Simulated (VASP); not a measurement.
A run of VASP 6.6.1 is set up as follows.

File INCAR:

```
  PREC = Accurate
  ENCUT = 520
  EDIFF = 1E-7
  ISMEAR = 0
  SIGMA = 0.05
  LREAL = False
  LASPH = True
  NELM = 60
  ALGO = Normal
  ISIF = 2
  LWAVE = False
  LCHARG = True
  GGA = PE
  LELF = True
  LVHAR = True
  NBANDS = 86
```

File KPOINTS:

```
Automatic mesh
0
Gamma
  3 3 1
```

POSCAR

```
LiCd12
1.0
    5.9600000000      0.0000000000      0.0000000000
    2.9800000000      5.1615110000      0.0000000000
    0.0000000000      0.0000000000     18.6202800000
Cd Li
12 1
Direct
    0.0000000000      0.0000000000      0.0537049000
    0.5000000000      0.0000000000      0.0537049000
    0.0000000000      0.5000000000      0.0537049000
    0.5000000000      0.5000000000      0.0537049000
   -0.1628402989      0.3341893481      0.2222739839
    0.3353802502      0.3375517168      0.2201250860
   -0.1599224761      0.8328449015      0.2182333127
    0.3354174417      0.8328297759      0.2190469280
    0.0121552883     -0.0040520802      0.4181994912
    0.5095538139     -0.0036874150      0.3527270699
    0.0107639577      0.4981096242      0.4175507018
    0.5105911127      0.4962304423      0.4175287660
    0.5166152583     -0.0050694404      0.4901761845
```

Potentials or basis: VASP PAW PBE potentials, release 64 (Cd, Li_sv).

Launch:

```bash
$ cat potpaw_PBE.64/Cd/POTCAR potpaw_PBE.64/Li_sv/POTCAR > POTCAR
$ mpirun -np 1 vasp_std > vasp.out
```

(1) Predict the largest force.

(2) Predict the band gap on the k mesh.

Answers

(1) 0.015 eV/Å.

(2) zero (an odd number of electrons rules out a gap without spin polarisation).

Caveat: the k points lie up to 0.41 Å⁻¹ apart, too coarse for converged energies and pressures of a metal; there is no dipole correction, which matters where the two faces differ.
